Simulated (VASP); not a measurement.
# Sb (I4/mmm) in VASP: a series of runs

Aim: see how the results for Sb move with the level of theory and the settings. Levels: PBE0, PBE-based screened hybrid with 25 % exact exchange, PBEsol-based screened hybrid with 25 % exact exchange. Tasks: single point.

Everything below comes from runs of VASP 6.6.1. Logs are shortened: lines on timing, memory, paths and dates and some standing lists are left out, and cuts for length are marked.

**1. The cell of the first run**

It takes space group I4/mmm (No. 139, tetragonal). The conventional cell has a = 3.089 Å, b = 3.089 Å, c = 5.313 Å, α = 90.00°, β = 90.00°, γ = 90.00°. Sb (site symmetry 4/mmm) has 12 Sb at 3.09 to 3.44 Å within 4.1 Å.

**2. Single point, PBE0**

Contents of POSCAR:

```
Sb
1.0
   -1.5443568632      1.5443568632      2.6565772150
    1.5443568632     -1.5443568632      2.6565772150
    1.5443568632      1.5443568632     -2.6565772150
Sb
1
Direct
    0.0000000000      0.0000000000      0.0000000000
```

Contents of INCAR.step1:

```
SYSTEM = Sb
PREC     = Accurate       ! precision mode
ENCUT    = 400            ! plane-wave cutoff, eV
EDIFF    = 1E-5           ! SCF threshold, eV
ISMEAR   = -1             ! smearing method
SIGMA    = 0.05           ! smearing width, eV
LREAL    = .FALSE.        ! projectors in reciprocal space
LASPH    = .TRUE.         ! aspherical terms in the spheres
NELM     = 120            ! most SCF steps
ALGO     = Normal         ! electronic algorithm
ISIF     = 2              ! what is computed and relaxed
LWAVE    = .TRUE.         ! write WAVECAR
LCHARG   = .FALSE.        ! write CHGCAR
NBANDS   = 14             ! bands
GGA      = PE             ! functional
GGA_COMPAT= .FALSE.
```

Contents of INCAR.step2:

```
SYSTEM = Sb
PREC     = Accurate       ! precision mode
ENCUT    = 400            ! plane-wave cutoff, eV
EDIFF    = 1E-6           ! SCF threshold, eV
ISMEAR   = -1             ! smearing method
SIGMA    = 0.05           ! smearing width, eV
LREAL    = .FALSE.        ! projectors in reciprocal space
LASPH    = .TRUE.         ! aspherical terms in the spheres
NELM     = 120            ! most SCF steps
ALGO     = Normal         ! electronic algorithm
ISIF     = 2              ! what is computed and relaxed
LWAVE    = .FALSE.        ! write WAVECAR
LCHARG   = .FALSE.        ! write CHGCAR
GGA      = PE             ! functional
LHFCALC  = .TRUE.         ! exact exchange
AEXX     = 0.25           ! exact-exchange fraction
PRECFOCK = Normal       
NBANDS   = 14             ! bands
ISTART   = 1            
GGA_COMPAT= .FALSE.
```

Contents of KPOINTS:

```
regular mesh
0
G
  6 6 6
  0 0 0
```

Potentials or basis: VASP PAW PBE potentials, release 64 (Sb_d_GW).

Launch:

```bash
cat potpaw_PBE.64/Sb_d_GW/POTCAR > POTCAR
cp INCAR.step1 INCAR
mpirun -np 1 vasp_std > vasp.out
cp INCAR.step2 INCAR
mpirun -np 1 vasp_std > vasp.out
```

OUTCAR:

```text
SYSTEM = Sb
   PREC = Accurate
   ENCUT = 400
   EDIFF = 1E-6
   ISMEAR = -1
   LREAL = .FALSE.
   LASPH = .TRUE.
   NELM = 120
   ISIF = 2
   GGA = PE
   LHFCALC = .TRUE.
   AEXX = 0.25
   PRECFOCK = Normal
   ISTART = 1

 ion  position               nearest neighbor table
   1  0.000  0.000  0.000-

  LATTYP: Found a body centered tetragonal cell.
 ALAT       =     3.0887137264
 C/A-ratio  =     1.7201835135

  Lattice vectors:

 A1 = (  -1.5443568632,   1.5443568632,   2.6565772150)
 A2 = (   1.5443568632,  -1.5443568632,   2.6565772150)
 A3 = (   1.5443568632,   1.5443568632,  -2.6565772150)

Analysis of symmetry for initial positions (statically):
=====================================================================
 Subroutine PRICEL returns:
 Original cell was already a primitive cell.

 Routine SETGRP: Setting up the symmetry group for a
 body centered tetragonal supercell.

 Subroutine GETGRP returns: Found 16 space group operations
 (whereof 16 operations were pure point group operations)
 out of a pool of 16 trial point group operations.

The static configuration has the point symmetry D_4h.

Analysis of symmetry for dynamics (positions and initial velocities):
=====================================================================
 Subroutine PRICEL returns:
 Original cell was already a primitive cell.

 Routine SETGRP: Setting up the symmetry group for a
 body centered tetragonal supercell.

 Subroutine GETGRP returns: Found 16 space group operations
 (whereof 16 operations were pure point group operations)
 out of a pool of 16 trial point group operations.

The dynamic configuration has the point symmetry D_4h.

 Subroutine INISYM returns: Found 16 space group operations
 (whereof 16 operations are pure point group operations),
 and found     1 'primitive' translations

----------------------------------------------------------------------------------------

                                     Primitive cell

  volume of cell :      25.3442

  direct lattice vectors                    reciprocal lattice vectors
    -1.544356863  1.544356863  2.656577215     0.000000000  0.323759367  0.188212109
     1.544356863 -1.544356863  2.656577215     0.323759367  0.000000000  0.188212109
[... 97 lines left out ...]
   EFERMI =   0.00;   METHOD = LEGACY
   ISMEAR =    -1;   SIGMA  =   0.05  broadening in eV -4-tet -1-fermi 0-gaus
   EFERMI_NEDOS =   21; number of points for ismear=-14 and -15
   IALGO  =     38    algorithm
   IMIX   =      1    mixing-type and parameters
     AMIX     =   0.40;   BMIX     =  1.00
     AMIX_MAG =   1.60;   BMIX_MAG =  1.00
  volume/ion in A,a.u.               =      25.34       171.03
  Fermi-wavevector in a.u.,A,eV,Ry     =   1.374504  2.597436 25.704959  1.889261
  Thomas-Fermi vector in A             =   2.499925
   LORBIT       =      0    0 simple, 1 ext, 2 COOP (PROOUT), +10 PAW based schemes
   GGA     = PE    functional components
   LHFCALC =     T    Hartree Fock is set to
   PRECFOCK=normal    Normal, Fast or Accurate (Low or Medium for compatibility)
   ENCUT4O =  -1.0   cutoff for four orbital integrals eV
   NKREDX  =     1    reduce k-point grid by
   NKREDY  =     1    reduce k-point grid by
   NKREDZ  =     1    reduce k-point grid by
   AEXX    =    0.2500 exact exchange contribution
   HFSCREEN=    0.0000 screening length (either q_TF or 0.3 A-1)
   HFSCREENC=   0.0000 screening length for correlation (either q_TF or 0.3 A-1)
   ENCUTFOCK=  -1.0 apply spherical cutoff to Coloumb kernel
   IVDW    =     0    specifies the selected vdW correction
   LEPSILON=     F    determine dielectric tensor
   LRPA    =     F    only Hartree local field effects (RPA)
 non-spin polarized calculation
  energy-cutoff  :      400.00
  volume of cell :       25.34
 maximum number of plane-waves:       475
 NGX is ok and might be reduce to    24
  NGX = 18; NGY = 18; NGZ = 18

 number of electron      14.9999997 magnetization

 Free energy of the ion-electron system (eV)
  ---------------------------------------------------
  ext. energy  EPLUGINS =         0.00000000
  ---------------------------------------------------
  free energy    TOTEN  =        -5.13800544 eV

  energy without entropy =       -5.13625619  energy(sigma->0) =       -5.13713082

 E-fermi :   7.5783     XC(G=0):  -8.6178

 val. band max:        6.6192320181   @ k =  -0.3333   0.3333   0.0000
 cond. band min:       7.7140502609   @ k =   0.5000   0.3333   0.0000
 fundamental gap:      1.0948182428
 Fermi energy:         7.5783066729

 k-point     1 :       0.0000    0.0000    0.0000
  band No.  band energies     occupation
      1     -25.4149      2.00000
      2     -25.3852      2.00000
      3     -25.3318      2.00000
      4     -25.3318      2.00000
      5     -25.2339      2.00000
      6      -8.4820      2.00000
      7      13.1824      0.00000
      8      13.9961      0.00000
      9      13.9961      0.00000
     10      18.3543      0.00000
     11      18.7261      0.00000
     12      19.6766      0.00000
     13      19.8012      0.00000
     14      19.8188      0.00000
[... 377 lines left out ...]
      1     -25.4085      2.00000
      2     -25.3740      2.00000
      3     -25.3093      2.00000
      4     -25.3002      2.00000
      5     -25.2368      2.00000
      6      -6.5420      2.00000
      7       5.5523      2.00000
      8       8.3133      0.00000
      9      11.8737      0.00000
     10      15.6629      0.00000
     11      18.7572      0.00000
     12      21.0414      0.00000
     13      24.3735      0.00000
     14      25.1998      0.00000

 [... further k-points ...]

------------------------ aborting loop because EDIFF is reached ----------------------------------------

  FORCE on cell =-STRESS in cart. coord.  units (eV):
  Direction    XX          YY          ZZ          XY          YZ          ZX
  --------------------------------------------------------------------------------------
  -------------------------------------------------------------------------------------
  Total        0.8154038      0.8154038      0.0634547      0.0000000     -0.0000000      0.0000000
  in kB       51.5472577     51.5472577      4.0114072      0.0000000     -0.0000000      0.0000000
  external PRESSURE =      35.7019742 kB  Pullay stress =       0.0000000 kB

 VOLUME and BASIS-vectors are now :
 -----------------------------------------------------------------------------
  energy-cutoff  :      400.00
  volume of cell :       25.34
      direct lattice vectors                 reciprocal lattice vectors
    -1.544356863  1.544356863  2.656577215     0.000000000  0.323759367  0.188212109
     1.544356863 -1.544356863  2.656577215     0.323759367  0.000000000  0.188212109
     1.544356863  1.544356863 -2.656577215     0.323759367  0.323759367  0.000000000

 POSITION                                       TOTAL-FORCE (eV/Angst)
 -----------------------------------------------------------------------------------
      0.00000      0.00000      0.00000        -0.000000     -0.000000     -0.000000
 -----------------------------------------------------------------------------------
    total drift:                                0.000001      0.000000      0.000003

  FREE ENERGIE OF THE ION-ELECTRON SYSTEM (eV)
  ---------------------------------------------------
  free  energy   TOTEN  =        -5.1380054388 eV

  energy  without entropy=       -5.1362561943  energy(sigma->0) =       -5.13713082
```

OUTCAR.step1:

```text
SYSTEM = Sb
   PREC = Accurate
   ENCUT = 400
   EDIFF = 1E-5
   ISMEAR = -1
   LREAL = .FALSE.
[... 627 lines left out ...]
 -----------------------------------------------------------------------------------
      0.00000      0.00000      0.00000         0.000000      0.000000      0.000000
 -----------------------------------------------------------------------------------
    total drift:                               -0.000000      0.000000     -0.000000

  FREE ENERGIE OF THE ION-ELECTRON SYSTEM (eV)
  ---------------------------------------------------
  free  energy   TOTEN  =        -3.8624113437 eV

  energy  without entropy=       -3.8605176033  energy(sigma->0) =       -3.86146447
```

It took 30 min on 1 thread of AMD EPYC 7R13 (Zen 3), shared host; peak memory 0.13 GiB.

What came out:

| Property | Result |
| --- | --- |
| Free energy | -5.1380 eV |
| Pressure | 3.6 GPa |
| Band gap on the k mesh | zero (an odd number of electrons rules out a gap without spin polarisation) |

Levels at points of the mesh, in eV from the Fermi level:
```tsv
k point	band 4	band 5	band 6	band 7	band 8	band 9	band 10	band 11	band 12	band 13
(0.00, 0.00, 0.00)	-32.91	-32.81	-16.06	5.60	6.42	6.42	10.78	11.15	12.10	12.22
(0.50, 0.00, 0.00)	-32.84	-32.81	-11.31	-8.08	1.98	6.34	6.65	11.03	11.76	12.23
(0.50, 0.50, 0.00)	-32.86	-32.74	-8.15	-6.38	-2.17	0.50	3.56	4.45	16.77	17.17
(0.50, 0.50, 0.50)	-32.84	-32.80	-11.45	-7.93	2.26	2.26	6.24	6.67	22.64	22.77
```

Caveat: the k points lie up to 0.39 Å⁻¹ apart, too coarse for converged energies and pressures of a metal; the PAW data sets were made with another functional, which shifts forces and pressure a little; spin-orbit coupling is left out, which moves the levels of the heavy elements; an odd number of electrons without spin polarisation forces a metal; a magnetic or distorted state may lie lower.

**3. Single point, PBE-based screened hybrid with 25 % exact exchange**

This run uses another cell than the first one, of 26.73 Å³/atom.

Contents of POSCAR:

```
Sb
1.0
   -1.5858269290      1.5858269290      2.6576360404
    1.5858269290     -1.5858269290      2.6576360404
    1.5858269290      1.5858269290     -2.6576360404
Sb
1
Direct
    0.0000000000      0.0000000000      0.0000000000
```

Contents of INCAR.step1:

```
SYSTEM = Sb
  ALGO = Normal
  EDIFF = 1E-5
  ENCUT = 400
  GGA = PE
  GGA_COMPAT = .FALSE.
  ISIF = 2
  ISMEAR = -1
  LASPH = .TRUE.
  LCHARG = .FALSE.
  LREAL = .FALSE.
  LWAVE = .TRUE.
  NBANDS = 14
  NELM = 120
  PREC = Accurate
  SIGMA = 0.05
```

Contents of INCAR.step2:

```
SYSTEM = Sb
  AEXX = 0.25
  ALGO = Normal
  EDIFF = 1E-6
  ENCUT = 400
  GGA = PE
  GGA_COMPAT = .FALSE.
  HFSCREEN = 0.3
  ISIF = 2
  ISMEAR = -1
  ISTART = 1
  LASPH = .TRUE.
  LCHARG = .FALSE.
  LHFCALC = .TRUE.
  LREAL = .FALSE.
  LWAVE = .FALSE.
  NBANDS = 14
  NELM = 120
  PREC = Accurate
  PRECFOCK = Normal
  SIGMA = 0.05
```

Contents of KPOINTS:

```
k-points
0
G
  6 6 6
  0 0 0
```

Potentials or basis: VASP PAW PBE potentials, release 64 (Sb_d_GW).

Launch:

```bash
cat potpaw_PBE.64/Sb_d_GW/POTCAR > POTCAR
cp INCAR.step1 INCAR
mpirun -np 1 vasp_std > vasp.out
cp INCAR.step2 INCAR
mpirun -np 1 vasp_std > vasp.out
```

OUTCAR:

```text
SYSTEM = Sb
   AEXX = 0.25
   EDIFF = 1E-6
   ENCUT = 400
   GGA = PE
   HFSCREEN = 0.3
   ISIF = 2
   ISMEAR = -1
   ISTART = 1
   LASPH = .TRUE.
   LHFCALC = .TRUE.
   LREAL = .FALSE.
   NELM = 120
   PREC = Accurate
   PRECFOCK = Normal

 ion  position               nearest neighbor table
   1  0.000  0.000  0.000-

  LATTYP: Found a body centered tetragonal cell.
 ALAT       =     3.1716538580
 C/A-ratio  =     1.6758676447

[... 597 lines left out ...]
     12      19.5543      0.00000
     13      22.3850      0.00000
     14      23.3161      0.00000

 [... further k-points ...]

------------------------ aborting loop because EDIFF is reached ----------------------------------------

  FORCE on cell =-STRESS in cart. coord.  units (eV):
  Direction    XX          YY          ZZ          XY          YZ          ZX
  --------------------------------------------------------------------------------------
  -------------------------------------------------------------------------------------
  Total       -0.0878299     -0.0878299     -0.0832954      0.0000000     -0.0000000      0.0000000
  in kB       -5.2636395     -5.2636395     -4.9918868      0.0000000     -0.0000000      0.0000000
  external PRESSURE =      -5.1730553 kB  Pullay stress =       0.0000000 kB

 VOLUME and BASIS-vectors are now :
 -----------------------------------------------------------------------------
  energy-cutoff  :      400.00
  volume of cell :       26.73
      direct lattice vectors                 reciprocal lattice vectors
    -1.585826929  1.585826929  2.657636040     0.000000000  0.315292918  0.188137124
     1.585826929 -1.585826929  2.657636040     0.315292918  0.000000000  0.188137124
     1.585826929  1.585826929 -2.657636040     0.315292918  0.315292918  0.000000000

 POSITION                                       TOTAL-FORCE (eV/Angst)
 -----------------------------------------------------------------------------------
      0.00000      0.00000      0.00000         0.000000     -0.000000      0.000000
 -----------------------------------------------------------------------------------
    total drift:                                0.000001     -0.000000     -0.000000

  FREE ENERGIE OF THE ION-ELECTRON SYSTEM (eV)
  ---------------------------------------------------
  free  energy   TOTEN  =        -4.4517296461 eV

  energy  without entropy=       -4.4496460705  energy(sigma->0) =       -4.45068786
```

OUTCAR.step1:

```text
SYSTEM = Sb
   EDIFF = 1E-5
   ENCUT = 400
   GGA = PE
   ISIF = 2
   ISMEAR = -1
   LASPH = .TRUE.
[... 626 lines left out ...]
 -----------------------------------------------------------------------------------
      0.00000      0.00000      0.00000         0.000000     -0.000000     -0.000000
 -----------------------------------------------------------------------------------
    total drift:                                0.000000      0.000000      0.000000

  FREE ENERGIE OF THE ION-ELECTRON SYSTEM (eV)
  ---------------------------------------------------
  free  energy   TOTEN  =        -3.9055093716 eV

  energy  without entropy=       -3.9028950913  energy(sigma->0) =       -3.90420223
```

OSZICAR.step1:

```text
N       E                     dE             d eps       ncg     rms          rms(c)
DAV:   1     0.811687049472E+02    0.81169E+02   -0.43797E+03  1080   0.868E+03
DAV:   2     0.216585165034E+01   -0.79003E+02   -0.76518E+02  1366   0.786E+02
DAV:   3    -0.382286615264E+01   -0.59887E+01   -0.59813E+01  1246   0.936E+01
DAV:   4    -0.390895899992E+01   -0.86093E-01   -0.86068E-01  1104   0.932E+00
DAV:   5    -0.391278432308E+01   -0.38253E-02   -0.38252E-02  1184   0.188E+00    0.285E+00
DAV:   6    -0.390742881525E+01    0.53555E-02   -0.46436E-03  1292   0.519E+00    0.171E+00
DAV:   7    -0.390552243655E+01    0.19064E-02   -0.53443E-03  1320   0.448E+00    0.779E-02
DAV:   8    -0.390550696162E+01    0.15475E-04   -0.68873E-04  1380   0.160E+00    0.283E-02
DAV:   9    -0.390550937163E+01   -0.24100E-05   -0.47470E-06   774   0.113E-01
   1 F= -.39055094E+01 E0= -.39042022E+01  d E =-.261428E-02
```

It took 31 min on 1 thread of AMD EPYC 7R13 (Zen 3), shared host; peak memory 0.22 GiB.

Results:

| Item | Value |
| --- | --- |
| Free energy | -4.4517 eV |
| Pressure | -0.5 GPa |
| Band gap on the k mesh | zero (an odd number of electrons rules out a gap without spin polarisation) |

Levels at points of the mesh, in eV from the Fermi level:
| k point | band 6 | band 7 | band 8 | band 9 | band 10 | band 11 |
| --- | --- | --- | --- | --- | --- | --- |
| (0.00, 0.00, 0.00) | -14.68 | 5.11 | 5.66 | 5.66 | 10.24 | 10.76 |
| (0.50, 0.00, 0.00) | -10.33 | -6.83 | 1.96 | 5.35 | 6.62 | 10.53 |
| (0.50, 0.50, 0.00) | -7.61 | -5.35 | -1.30 | 0.31 | 3.49 | 4.31 |
| (0.50, 0.50, 0.50) | -10.21 | -6.60 | 1.77 | 1.77 | 5.81 | 5.98 |

Caveat: the k points lie up to 0.38 Å⁻¹ apart, too coarse for converged energies and pressures of a metal; the PAW data sets were made with another functional, which shifts forces and pressure a little; spin-orbit coupling is left out, which moves the levels of the heavy elements; an odd number of electrons without spin polarisation forces a metal; a magnetic or distorted state may lie lower.

(Continued in part 2 of 3.)

The gap in the log of VASP goes by the Fermi energy; the results here count the filled bands.